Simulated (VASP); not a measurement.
Crystal: ScF3.

```xyz
4
Lattice="4.0125 0.0000 0.0000 0.0000 4.0125 0.0000 0.0000 0.0000 4.0125" Properties=species:S:1:pos:R:3 pbc="T T T"
Sc    0.0000    0.0000    0.0000
F     2.0062    0.0000    0.0000
F     0.0000    2.0062    0.0000
F     0.0000    0.0000    2.0062
```

Base run:

```yaml
Program: VASP 6.6.1
Functional: LDA
Potentials_or_basis: VASP PAW LDA potentials, release 64 (Sc_sv, F)
Cutoff: 600 eV
k_mesh: 4 × 4 × 4
Occupations: fermi-dirac, width 0.15 eV
Spin: no spin polarisation
```

Its results: band gap on the k mesh 6.19 eV, indirect (least direct gap 6.72 eV); pressure -2.4 GPa.

Q: The run is repeated on the same cell with these changes: k mesh from 4 × 4 × 4 to 3 × 3 × 3. What comes out?

A: Band gap on the k mesh 6.32 eV, indirect (least direct gap 6.70 eV); pressure -2.3 GPa.

Caveats: some runs use coarse meshes.

A k mesh can miss the band edges.
